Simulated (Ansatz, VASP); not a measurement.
# One calculation of Nb, two programs

```
Nb
1.0
     2.83767    0.00000    0.00000
    -1.41883    2.45749    0.00000
     0.00000    0.00000    5.30695
Nb
2
Direct
  0.33333 0.66667 0.25000
  0.66667 0.33333 0.75000
```

Alike in both runs: functional PBE; k mesh 6 × 6 × 4; occupations gaussian, width 0.1 eV; no spin polarisation.

Ansatz relaxed the structure, and its values are those at the end. VASP's run is a single point on that final structure, the one shown.

|  | VASP | Ansatz |
| --- | --- | --- |
| version | VASP 6.6.1 | Ansatz 0.2.0 |
| potentials or method | VASP PAW PBE potentials, release 64 (Nb_sv), cutoff 520 eV | scalar-relativistic, plane waves, PAW |
| valence electrons in the cell | 26 | 26 |

VASP gave:

```
gap on the k mesh at the Fermi level (eV) : none
pressure (GPa)                            : -0.3
```

Estimate Ansatz's values.

gap on the k mesh at the Fermi level (eV): none; pressure (GPa): 0.0.

A gap of «none» marks a metal or a gap that the smearing closes.

The k mesh is coarse, so the values compare programs but aren't converged.
